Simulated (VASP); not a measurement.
# B (R-3m) in VASP: further runs, part 2 of 2

VASP 6.6.1. The steps go on from the part before.

### 3 Single point, PBE (Tl replaced by B, lengths x 0.748, strained)

File INCAR:

```
ALGO = Normal
EDIFF = 1E-6
ENCUT = 520
GGA = PE
ISIF = 2
ISMEAR = 0
LASPH = T
LCHARG = T
LELF = T
LREAL = F
LVHAR = T
LWAVE = F
NBANDS = 12
NELM = 100
PREC = Accurate
SIGMA = 0.1
```

File KPOINTS:

```
k-points
0
Gamma
  9 9 9
```

File POSCAR:

```
B
1.0
    1.3905946252      0.8028601812      6.4338830582
   -1.3905946252      0.8028601812      6.4338830582
    0.0000000000     -1.6057203624      6.4338830582
B
3
Direct
    0.0000000000      0.0000000000      0.0000000000
    0.2209406600      0.2209406600      0.2209406600
    0.7790593400      0.7790593400      0.7790593400
```

Potentials or basis: VASP PAW PBE potentials, release 64 (B).

Run with:

```
> cat potpaw_PBE.64/B/POTCAR > POTCAR
> mpirun -np 1 vasp_std > vasp.out
```

OUTCAR:

```text
EDIFF = 1E-6
   ENCUT = 520
   GGA = PE
   ISIF = 2
   ISMEAR = 0
   LASPH = T
   LREAL = F
   NELM = 100
   PREC = Accurate

 ion  position               nearest neighbor table
   1  0.000  0.000  0.000-
   2  0.221  0.221  0.221-
   3  0.779  0.779  0.779-

  LATTYP: Found a trigonal (rhomboedric) cell.
 ALAT       =     6.6312283243
 COS(alpha) =     0.9120485254

  Lattice vectors:

 A1 = (   1.3905946252,   0.8028601812,   6.4338830582)
 A2 = (  -1.3905946252,   0.8028601812,   6.4338830582)
 A3 = (   0.0000000000,  -1.6057203624,   6.4338830582)

Analysis of symmetry for initial positions (statically):
=====================================================================
 Subroutine PRICEL returns:
 Original cell was already a primitive cell.

 Routine SETGRP: Setting up the symmetry group for a
 trigonal (rhombohedral) supercell.

 Subroutine GETGRP returns: Found 12 space group operations
 (whereof 12 operations were pure point group operations)
 out of a pool of 12 trial point group operations.

The static configuration has the point symmetry D_3d.

Analysis of symmetry for dynamics (positions and initial velocities):
=====================================================================
 Subroutine PRICEL returns:
 Original cell was already a primitive cell.

 Routine SETGRP: Setting up the symmetry group for a
 trigonal (rhombohedral) supercell.

 Subroutine GETGRP returns: Found 12 space group operations
 (whereof 12 operations were pure point group operations)
 out of a pool of 12 trial point group operations.

The dynamic configuration has the point symmetry D_3d.

 Subroutine INISYM returns: Found 12 space group operations
 (whereof 12 operations are pure point group operations),
 and found     1 'primitive' translations

----------------------------------------------------------------------------------------
[... 123 lines left out ...]
   IVDW    =     0    specifies the selected vdW correction
   LEPSILON=     F    determine dielectric tensor
   LRPA    =     F    only Hartree local field effects (RPA)
 non-spin polarized calculation
 Gauss-broadening in eV      SIGMA  =   0.10
  energy-cutoff  :      520.00
  volume of cell :       43.10
 maximum number of plane-waves:      1175
 NGX is ok and might be reduce to    50
   NGX = 25   NGY = 25   NGZ = 25

 number of electron       9.0000000 magnetization

 Free energy of the ion-electron system (eV)
  ---------------------------------------------------
  ext. energy  EPLUGINS =         0.00000000
  ---------------------------------------------------
  free energy    TOTEN  =       -10.14695196 eV

  energy without entropy =      -10.13923842  energy(sigma->0) =      -10.14309519

 E-fermi :   1.7218     XC(G=0):  -9.5571

 val. band max:        1.7213478061   @ k =  -0.1111   0.4444   0.1111
 cond. band min:       1.7344661011   @ k =  -0.3333  -0.3333   0.2222
 fundamental gap:      0.0131182951
 Fermi energy:         1.7217672118

 k-point     1 :       0.0000    0.0000    0.0000
  band No.  band energies     occupation
      1      -8.6026      2.00000
      2      -5.6150      2.00000
      3      -5.4580      2.00000
      4       2.8691      0.00000
      5       3.0411      0.00000
      6       7.6856      0.00000
      7       7.6856      0.00000
      8       7.7661      0.00000
      9       7.7661      0.00000
     10       8.7873      0.00000
     11       8.7873      0.00000
     12       9.5809      0.00000
[... 331 lines left out ...]
 k-point    24 :       0.4444    0.4444   -0.0000
  band No.  band energies     occupation
      1      -4.1109      2.00000
      2      -2.9635      2.00000
      3      -1.4992      2.00000
      4      -0.7991      2.00000
      5       0.4722      2.00000
      6       2.7446      0.00000
      7       3.6660      0.00000
      8       4.8731      0.00000
      9       5.7084      0.00000
     10       6.8308      0.00000
     11       7.1313      0.00000
     12       7.4282      0.00000

 [... further k-points ...]

------------------------ aborting loop because EDIFF is reached ----------------------------------------

  FORCE on cell =-STRESS in cart. coord.  units (eV):
  Direction    XX          YY          ZZ          XY          YZ          ZX
  --------------------------------------------------------------------------------------
  -------------------------------------------------------------------------------------
  Total       -7.3192158     -7.3192158     -8.9159773      0.0000000      0.0000000      0.0000000
  in kB     -272.0885429   -272.0885429   -331.4474318      0.0000000      0.0000000      0.0000000
  external PRESSURE =    -291.8748392 kB  Pullay stress =       0.0000000 kB

 VOLUME and BASIS-vectors are now :
 -----------------------------------------------------------------------------
  energy-cutoff  :      520.00
  volume of cell :       43.10
      direct lattice vectors                 reciprocal lattice vectors
     1.390594625  0.802860181  6.433883058     0.359558415  0.207591148  0.051809044
    -1.390594625  0.802860181  6.433883058    -0.359558415  0.207591148  0.051809044
     0.000000000 -1.605720362  6.433883058     0.000000000 -0.415182296  0.051809044

 POSITION                                       TOTAL-FORCE (eV/Angst)
 -----------------------------------------------------------------------------------
      0.00000      0.00000      0.00000         0.000000      0.000000      0.000000
      0.00000      0.00000      4.26452         0.000000     -0.000000     -0.220747
      0.00000      0.00000     15.03713         0.000000     -0.000000      0.220747
 -----------------------------------------------------------------------------------
    total drift:                                0.000000     -0.000000      0.000000

  FREE ENERGIE OF THE ION-ELECTRON SYSTEM (eV)
  ---------------------------------------------------
  free  energy   TOTEN  =       -10.1469519556 eV

  energy  without entropy=      -10.1392384243  energy(sigma->0) =      -10.14309519
```

OSZICAR:

```text
N       E                     dE             d eps       ncg     rms          rms(c)
DAV:   1     0.468782064987E+01    0.46878E+01   -0.34279E+03  2040   0.586E+02
DAV:   2    -0.958296274284E+01   -0.14271E+02   -0.13255E+02  2728   0.821E+01
DAV:   3    -0.101807037285E+02   -0.59774E+00   -0.57910E+00  2204   0.134E+01
DAV:   4    -0.101828916853E+02   -0.21880E-02   -0.21872E-02  2092   0.837E-01
DAV:   5    -0.101828940730E+02   -0.23877E-05   -0.23877E-05  2128   0.300E-02    0.136E+00
DAV:   6    -0.101581118385E+02    0.24782E-01   -0.27616E-02  2040   0.833E-01    0.796E-01
DAV:   7    -0.101484184282E+02    0.96934E-02   -0.31932E-02  2048   0.906E-01    0.262E-01
DAV:   8    -0.101468782976E+02    0.15401E-02   -0.10223E-02  2096   0.489E-01    0.612E-02
DAV:   9    -0.101469508169E+02   -0.72519E-04   -0.58038E-04  2040   0.152E-01    0.156E-02
DAV:  10    -0.101469531044E+02   -0.22874E-05   -0.65092E-06  2108   0.174E-02    0.694E-03
DAV:  11    -0.101469517303E+02    0.13741E-05   -0.39416E-06  2048   0.108E-02    0.200E-03
DAV:  12    -0.101469519556E+02   -0.22533E-06   -0.23515E-07  1020   0.314E-03
   1 F= -.10146952E+02 E0= -.10143095E+02  d E =-.771353E-02
```

stdout:

```text
POSCAR found type information on POSCAR B
 POSCAR found :  1 types and       3 ions
 scaLAPACK will be used
 LDA part: xc-table for (Slater+PW92), standard interpolation
 POSCAR, INCAR and KPOINTS ok, starting setup
 FFT: planning ... GRIDC
 FFT: planning ... GRID_SOFT
 FFT: planning ... GRID
 WAVECAR not read
 entering main loop
```

Run time: 96 s. Hardware: 1 thread of Intel Xeon Platinum 8488C (Sapphire Rapids), shared host; peak memory 0.31 GiB.

Results:

* Free energy: -10.1470 eV
* Pressure: -29.2 GPa
* Largest force: 0.221 eV/Å

Forces in eV/Å, atoms in the order of the input:
```
B    0.000  0.000  0.000
B    0.000  0.000 -0.221
B    0.000  0.000  0.221
```

Caveat: the cell differs from its parent crystal (Tl replaced by B, lengths x 0.748, strained).
